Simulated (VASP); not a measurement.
# Ti (P6/mmm) in VASP: notebook

Runs on Ti. Level: BLYP. Tasks: single point.

Program: VASP 6.6.1. These are calculated values, not measurements. Logs are shortened: lines on timing, memory, paths and dates and some standing lists are left out, and cuts for length are marked.

## (1) The cell of the first run

The structure is hexagonal, space group P6/mmm (No. 191). The conventional cell has a = 4.489 Å, b = 4.489 Å, c = 2.778 Å, α = 90.00°, β = 90.00°, γ = 120.00°. Within 3.7 Å of Ti (site symmetry 6/mmm) lie 14 Ti at 2.78 to 2.94 Å. Within 3.4 Å of Ti (site symmetry -6m2) lie 11 Ti at 2.59 to 2.94 Å.

## (2) Single point, BLYP (volume scaled by 0.92)

The input, INCAR:

```
SYSTEM = Ti
AGGAC = 1.0
AGGAX = 1.0
ALDAC = 0.0
ALDAX = 1.0
ALGO = Normal
EDIFF = 1E-6
ENCUT = 520
GGA = B5
ISIF = 2
ISMEAR = -1
LASPH = .True.
LCHARG = .False.
LREAL = .False.
LWAVE = .False.
NBANDS = 25
NELM = 80
PREC = Accurate
SIGMA = 0.1
```

The input, KPOINTS:

```
k-points
0
Gamma
  9 9 12
  0 0 0
```

The input, POSCAR:

```
Ti
1.0
    4.4887464764      0.0000000000      0.0000000000
   -2.2443732382      3.8873684797      0.0000000000
    0.0000000000      0.0000000000      2.7781289552
Ti
3
Direct
    0.0000000000      0.0000000000      0.0000000000
    0.3333333333      0.6666666667      0.5000000000
    0.6666666667      0.3333333333      0.5000000000
```

Potentials or basis: VASP PAW PBE potentials, release 64 (Ti_sv).

On the command line:

```
cat potpaw_PBE.64/Ti_sv/POTCAR > POTCAR
mpirun -np 1 vasp_std > vasp.out
```

OUTCAR:

```text
SYSTEM = Ti
   EDIFF = 1E-6
   ENCUT = 520
   GGA = B5
   ISIF = 2
   ISMEAR = -1
   LASPH = .True.
   LREAL = .False.
   NELM = 80
   PREC = Accurate

 ion  position               nearest neighbor table
   1  0.000  0.000  0.000-
   2  0.333  0.667  0.500-   3 2.59   3 2.59   3 2.59
   3  0.667  0.333  0.500-   2 2.59   2 2.59   2 2.59

  LATTYP: Found a hexagonal cell.
 ALAT       =     4.4887464764
 C/A-ratio  =     0.6189097490

  Lattice vectors:

 A1 = (   4.4887464764,   0.0000000000,   0.0000000000)
 A2 = (  -2.2443732382,   3.8873684797,   0.0000000000)
 A3 = (   0.0000000000,   0.0000000000,   2.7781289552)

Analysis of symmetry for initial positions (statically):
=====================================================================
 Subroutine PRICEL returns:
 Original cell was already a primitive cell.

 Routine SETGRP: Setting up the symmetry group for a
 hexagonal supercell.

 Subroutine GETGRP returns: Found 24 space group operations
 (whereof 24 operations were pure point group operations)
 out of a pool of 24 trial point group operations.

The static configuration has the point symmetry D_6h.

Analysis of symmetry for dynamics (positions and initial velocities):
=====================================================================
 Subroutine PRICEL returns:
 Original cell was already a primitive cell.

 Routine SETGRP: Setting up the symmetry group for a
 hexagonal supercell.

 Subroutine GETGRP returns: Found 24 space group operations
 (whereof 24 operations were pure point group operations)
 out of a pool of 24 trial point group operations.

The dynamic configuration has the point symmetry D_6h.

 Subroutine INISYM returns: Found 24 space group operations
 (whereof 24 operations are pure point group operations),
 and found     1 'primitive' translations

----------------------------------------------------------------------------------------

                                     Primitive cell

  volume of cell :      48.4767

  direct lattice vectors                    reciprocal lattice vectors
     4.488746476  0.000000000  0.000000000     0.222779345  0.128621715  0.000000000
    -2.244373238  3.887368480  0.000000000     0.000000000  0.257243430  0.000000000
     0.000000000  0.000000000  2.778128955     0.000000000  0.000000000  0.359954493

  length of vectors
     4.488746476  4.488746476  2.778128955     0.257243430  0.257243430  0.359954493

  position of ions in fractional coordinates (direct lattice)
     0.000000000  0.000000000  0.000000000
     0.333333333  0.666666667  0.500000000
     0.666666667  0.333333333  0.500000000

  ion indices of the primitive-cell ions
   primitive index   ion index
                 1           1
                 2           2
                 3           3

----------------------------------------------------------------------------------------

 KPOINTS: k-points

Automatic generation of k-mesh.
 Grid dimensions read from file:
 generate k-points for:    9    9   12

 Generating k-lattice:

  Cartesian coordinates                     Fractional coordinates (reciprocal lattice)
     0.024753261  0.014291302  0.000000000     0.111111111  0.000000000  0.000000000
     0.000000000  0.028582603  0.000000000     0.000000000  0.111111111  0.000000000
     0.000000000  0.000000000  0.029996208     0.000000000  0.000000000  0.083333333

  Length of vectors
     0.028582603  0.028582603  0.029996208

  Shift w.r.t. Gamma in fractional coordinates (k-lattice)
     0.000000000  0.000000000  0.000000000

 Subroutine IBZKPT returns following result:
 ===========================================

 Found     84 irreducible k-points:

 Following reciprocal coordinates:
            Coordinates               Weight
  0.000000  0.000000  0.000000      1.000000
  0.111111 -0.000000  0.000000      6.000000
  0.222222  0.000000  0.000000      6.000000
  0.333333 -0.000000  0.000000      6.000000
  0.444444  0.000000  0.000000      6.000000
  0.111111  0.111111  0.000000      6.000000
[... 16 lines left out ...]
  0.333333  0.222222  0.083333     24.000000
  0.333333  0.333333  0.083333      4.000000
 [... further k-points ...]
   k-points           NKPTS =     84   k-points in BZ     NKDIM =     84   number of bands    NBANDS=     25
   number of dos      NEDOS =    301   number of ions     NIONS =      3
   total plane-waves  NPLWV =  31104
   dimension x,y,z NGX =    36 NGY =   36 NGZ =   24
   dimension x,y,z NGXF=    72 NGYF=   72 NGZF=   48
   ions per type =               3
   NGX,Y,Z   is equivalent  to a cutoff of  13.33, 13.33, 14.36 a.u.
   NGXF,Y,Z  is equivalent  to a cutoff of  26.67, 26.67, 28.72 a.u.
 SYSTEM =  Ti
   PREC   = accura    normal or accurate (medium, high low for compatibility)
   ISTART =      0    job   : 0-new  1-cont  2-samecut
   ICHARG =      2    charge: 1-file 2-atom 10-const
   ISPIN  =      1    spin polarized calculation?
   LNONCOLLINEAR =      F non collinear calculations
   LSORBIT =      F    spin-orbit coupling
   LASPH  =      T    aspherical Exc in radial PAW
   ENCUT  =  520.0 eV  38.22 Ry    6.18 a.u.   8.35  8.35  5.17*2*pi/ulx,y,z
   NELM   =     80;   NELMIN=  2; NELMDL= -5     # of ELM steps
   EDIFF  = 0.1E-05   stopping-criterion for ELM
   LREAL  =      F    real-space projection
   EDIFFG = 0.1E-04   stopping-criterion for IOM
   NSW    =      0    number of steps for IOM
   IBRION =     -1    ionic relax: 0-MD 1-quasi-New 2-CG
   NFREE  =      0    steps in history (QN), initial steepest desc. (CG)
   ISIF   =      2    stress and relaxation
   ISYM   =      2    0-nonsym 1-usesym 2-fastsym
   POTIM  = 0.5000    time-step for ionic-motion
   TEBEG  =    0.0;   TEEND  =   0.0 temperature during run
   PSTRESS=    0.0 pullay stress
   NELECT =      36.0000    total number of electrons
   NUPDOWN=      -1.0000    fix difference up-down
   EMIN   =  10.00;   EMAX   =-10.00  energy-range for DOS
   EFERMI =   0.00;   METHOD = LEGACY
   ISMEAR =    -1;   SIGMA  =   0.10  broadening in eV -4-tet -1-fermi 0-gaus
   EFERMI_NEDOS =   21; number of points for ismear=-14 and -15
   IALGO  =     38    algorithm
   IMIX   =      4    mixing-type and parameters
     AMIX     =   0.40;   BMIX     =  1.00
     AMIX_MAG =   1.60;   BMIX_MAG =  1.00
  volume/ion in A,a.u.               =      16.16       109.05
  Fermi-wavevector in a.u.,A,eV,Ry     =   1.482511  2.801540 29.903415  2.197839
  Thomas-Fermi vector in A             =   2.596288
   LORBIT       =      0    0 simple, 1 ext, 2 COOP (PROOUT), +10 PAW based schemes
   GGA     = B5    functional components
   LHFCALC =     F    Hartree Fock is set to
   AEXX    =    0.0000 exact exchange contribution
   IVDW    =     0    specifies the selected vdW correction
   LEPSILON=     F    determine dielectric tensor
   LRPA    =     F    only Hartree local field effects (RPA)
 non-spin polarized calculation
  energy-cutoff  :      520.00
  volume of cell :       48.48
 maximum number of plane-waves:      1325
 NGX is ok and might be reduce to    36
   NGX = 17   NGY = 17   NGZ = 11

 number of electron      36.0000013 magnetization

 Free energy of the ion-electron system (eV)
  ---------------------------------------------------
  ext. energy  EPLUGINS =         0.00000000
  ---------------------------------------------------
  free energy    TOTEN  =       -20.23805797 eV

  energy without entropy =      -20.13347370  energy(sigma->0) =      -20.18576584

 E-fermi :   9.4413     XC(G=0): -11.2987

 val. band max:        9.4326019458   @ k =   0.0000   0.0000   0.0000
 cond. band min:       9.4456612257   @ k =   0.4444   0.0000   0.1667
 fundamental gap:      0.0130592799
 Fermi energy:         9.4412966725

 k-point     1 :       0.0000    0.0000    0.0000
  band No.  band energies     occupation
      1     -47.0906      2.00000
      2     -46.8406      2.00000
      3     -46.6429      2.00000
      4     -23.5911      2.00000
      5     -23.5911      2.00000
      6     -23.5342      2.00000
[... 17 lines left out ...]
     24      11.3524      0.00000
     25      11.4148      0.00000

 k-point     2 :       0.1111   -0.0000    0.0000
  band No.  band energies     occupation
      1     -47.0875      2.00000
      2     -46.8378      2.00000
      3     -46.6490      2.00000
      4     -23.6565      2.00000
      5     -23.6422      2.00000
      6     -23.4670      2.00000
[... 17 lines left out ...]
     24      11.0825      0.00000
     25      11.7242      0.00000

 k-point     3 :       0.2222    0.0000    0.0000
  band No.  band energies     occupation
      1     -47.0800      2.00000
      2     -46.8288      2.00000
      3     -46.6662      2.00000
      4     -23.7321      2.00000
      5     -23.6656      2.00000
      6     -23.3869      2.00000
[... 17 lines left out ...]
     24      11.1858      0.00000
     25      12.0887      0.00000

 k-point     4 :       0.3333   -0.0000    0.0000
  band No.  band energies     occupation
      1     -47.0717      2.00000
      2     -46.8135      2.00000
      3     -46.6907      2.00000
      4     -23.7885      2.00000
      5     -23.6352      2.00000
      6     -23.3251      2.00000
[... 17 lines left out ...]
     24      11.6203      0.00000
     25      12.2221      0.00000
[... 477 lines left out ...]
 k-point    22 :       0.2222    0.2222    0.0833
  band No.  band energies     occupation
      1     -47.0637      2.00000
      2     -46.7976      2.00000
      3     -46.7011      2.00000
      4     -23.7139      2.00000
      5     -23.6843      2.00000
      6     -23.4182      2.00000
[... 17 lines left out ...]
     24      11.7665      0.00000
     25      11.9136      0.00000

 k-point    23 :       0.3333    0.2222    0.0833
  band No.  band energies     occupation
      1     -47.0603      2.00000
      2     -46.7766      2.00000
      3     -46.7258      2.00000
      4     -23.7186      2.00000
      5     -23.6190      2.00000
      6     -23.5073      2.00000
[... 17 lines left out ...]
     24      11.5471      0.00000
     25      12.1509      0.00000

 k-point    24 :       0.3333    0.3333    0.0833
  band No.  band energies     occupation
      1     -47.0593      2.00000
      2     -46.7518      2.00000
      3     -46.7518      2.00000
      4     -23.6265      2.00000
      5     -23.6199      2.00000
      6     -23.6199      2.00000
[... 17 lines left out ...]
     24      11.4184      0.00000
     25      12.4137      0.00000

 [... further k-points ...]
[... 5 lines left out ...]
  --------------------------------------------------------------------------------------
  -------------------------------------------------------------------------------------
  Total        3.0098025      3.0098025      3.1755014      0.0000000     -0.0000000     -0.0000000
  in kB       99.4753325     99.4753325    104.9517561      0.0000000     -0.0000000     -0.0000000
  external PRESSURE =     101.3008070 kB  Pullay stress =       0.0000000 kB

 VOLUME and BASIS-vectors are now :
 -----------------------------------------------------------------------------
  energy-cutoff  :      520.00
  volume of cell :       48.48
      direct lattice vectors                 reciprocal lattice vectors
     4.488746476  0.000000000  0.000000000     0.222779345  0.128621715  0.000000000
    -2.244373238  3.887368480  0.000000000     0.000000000  0.257243430  0.000000000
     0.000000000  0.000000000  2.778128955     0.000000000  0.000000000  0.359954493

 POSITION                                       TOTAL-FORCE (eV/Angst)
 -----------------------------------------------------------------------------------
      0.00000      0.00000      0.00000         0.000000      0.000000      0.000000
     -0.00000      2.59158      1.38906        -0.000000     -0.000000     -0.000000
      2.24437      1.29579      1.38906         0.000000      0.000000      0.000000
 -----------------------------------------------------------------------------------
    total drift:                                0.000000      0.000000     -0.000000

  FREE ENERGIE OF THE ION-ELECTRON SYSTEM (eV)
  ---------------------------------------------------
  free  energy   TOTEN  =       -20.2380579691 eV

  energy  without entropy=      -20.1334737021  energy(sigma->0) =      -20.18576584
```

Run time: 52 s. Hardware: 1 thread of Intel Xeon 6975P-C (Granite Rapids), shared host; peak memory 0.22 GiB.

What came out:

| Quantity | Value |
| --- | --- |
| Free energy | -20.2381 eV |
| Pressure | 10.1 GPa |
| Band gap on the k mesh | zero (band 18 reaches 9.70 eV, above the bottom of band 19 at 9.35 eV) |

Caveat: the PAW data sets were made with another functional, which shifts forces and pressure a little.

(Part 1 of 3 ends here.)
